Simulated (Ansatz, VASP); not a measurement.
# Mn: VASP beside Ansatz

```xyz
2
Lattice="0.0000 2.3004 4.8708 1.4384 0.0000 4.8708 1.4384 2.3004 0.0000" Properties=species:S:1:pos:R:3 pbc="T T T"
Mn    1.4384    2.3004    1.3277
Mn    1.4384    2.3004    8.4140
```

Alike in both runs: functional r2SCAN; k mesh 8 × 8 × 8; occupations gaussian, width 0.1 eV; collinear spin.

Ansatz relaxed the structure, and its values are those at the end. VASP's run is a single point on that final structure, the one shown.

```csv
,VASP,Ansatz
version,VASP 6.6.1,Ansatz 0.2.0
potentials or method,"VASP PAW PBE potentials, release 64 (Mn_pv), cutoff 520 eV","scalar-relativistic, plane waves, PAW"
valence electrons in the cell,26,30
```

```csv
,VASP,Ansatz,Ansatz less VASP
gap on the k mesh at the Fermi level (eV),none,none,-
pressure (GPa),0.3,0.1,-0.17
rms of the force components (eV/Å),0.016,0.001,-0.0155
net moment per atom (μB),3.85,3.84,-0.003
size of the moment on the site where the two differ most (μB),3.81,3.80,-0.004
```

VASP's potentials were made for PBE, not for r2SCAN. Site moments also hang on the region over which each program counts them. A gap of «none» marks a metal or a gap that the smearing closes. VASP's potentials hold 26 valence electrons a cell and Ansatz's 30, so a difference there can come from the potentials and not from the codes.
